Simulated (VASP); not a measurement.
SnTe, 2 atoms in the cell. The structure is cubic, space group Fm-3m (No. 225). The conventional cell has a = 6.372 Å, b = 6.372 Å, c = 6.372 Å, α = 90.00°, β = 90.00°, γ = 90.00°. Within 4.2 Å of Sn (site symmetry m-3m) lie 6 Te at 3.19 Å. Te (site symmetry m-3m) has 6 Sn at 3.19 Å within 4.2 Å. 

| Item | Value |
| --- | --- |
| Program | VASP 6.6.1 |
| Task | relaxation of cell and atoms |
| Functional | PBE |
| Dispersion | D3(BJ) |
| Potentials or basis | VASP PAW PBE potentials, release 64 (Sn_d, Te) |
| Cutoff | 600 eV |
| k mesh | 16 × 16 × 16 |
| Occupations | gaussian, width 0.1 eV |
| Spin | no spin polarisation |
| Dipole correction | no |
| Further INCAR settings | ALGO = Normal; EDIFF = 1e-06; IBRION = 2; EDIFFG = -0.01; NSW = 100; ISIF = 3 |

Potentials or basis: VASP PAW PBE potentials, release 64 (Sn_d, Te).

Launch:

```bash
$ cat potpaw_PBE.64/Sn_d/POTCAR potpaw_PBE.64/Te/POTCAR > POTCAR
$ mpirun -np 1 vasp_std > vasp.out
```

Hardware: 1 thread of Intel(R) Xeon(R) 6975P-C (Granite Rapids), with other jobs on the host.

Problem. Estimate the wall time of this run.

Solution. It took 100 s on 1 thread of Intel(R) Xeon(R) 6975P-C (Granite Rapids), on a shared host, peak memory 0.35 GiB. Counts: scf iterations 25, k points 145, ion steps 3.
